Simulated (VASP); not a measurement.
Here is a VASP 6.6.1 calculation.

Contents of INCAR:

```
PREC = Accurate
ENCUT = 520
EDIFF = 1E-6
ISMEAR = 0
SIGMA = 0.1
LREAL = False
LASPH = True
NELM = 100
ALGO = Normal
ISIF = 2
LWAVE = False
LCHARG = False
LDIPOL = True
IDIPOL = 3
DIPOL = 0.5 0.5 0.345
GGA = PE
NBANDS = 26
```

The input KPOINTS:

```
Automatic mesh
0
Gamma
  9 9 1
```

Contents of POSCAR:

```
Al4Cu2H
1.0
    4.0889418899      0.0000000000      0.0000000000
    2.0442840433      3.5412354524      0.0000000000
    0.0000000000      0.0000000000     20.3610078836
Al Cu H
4 2 1
Direct
    0.6667174561      0.6667174561      0.1964539291
    0.3334044385      0.3334044385      0.2784404877
    0.0000542489      0.0000542489      0.3605162434
    0.6667259434      0.6667259434      0.4351949537
    0.0000609473      0.0000609473      0.2374472084
    0.3333908767      0.3333908767      0.4027831442
    0.6667259434      0.8889481657      0.5020169832
```

Potentials or basis: VASP PAW PBE potentials, release 64 (Al, Cu, H).

Run with:

```console
$ cat potpaw_PBE.64/Al/POTCAR potpaw_PBE.64/Cu/POTCAR potpaw_PBE.64/H/POTCAR > POTCAR
$ mpirun -np 1 vasp_std > vasp.out
```

Problem. Estimate the largest force.

Solution. 0.702 eV/Å.

Problem. What does it give for the band gap on the k mesh?

Solution. Zero (an odd number of electrons rules out a gap without spin polarisation).

Forces in eV/Å, atoms in the order of the input:
```
Al  -0.037 -0.028  0.701
Al  -0.030 -0.077 -0.320
Al   0.078  0.008  0.101
Al   0.088  0.083  0.041
Cu   0.062 -0.013 -0.205
Cu   0.077  0.031 -0.318
H   -0.240 -0.004  0.001
```
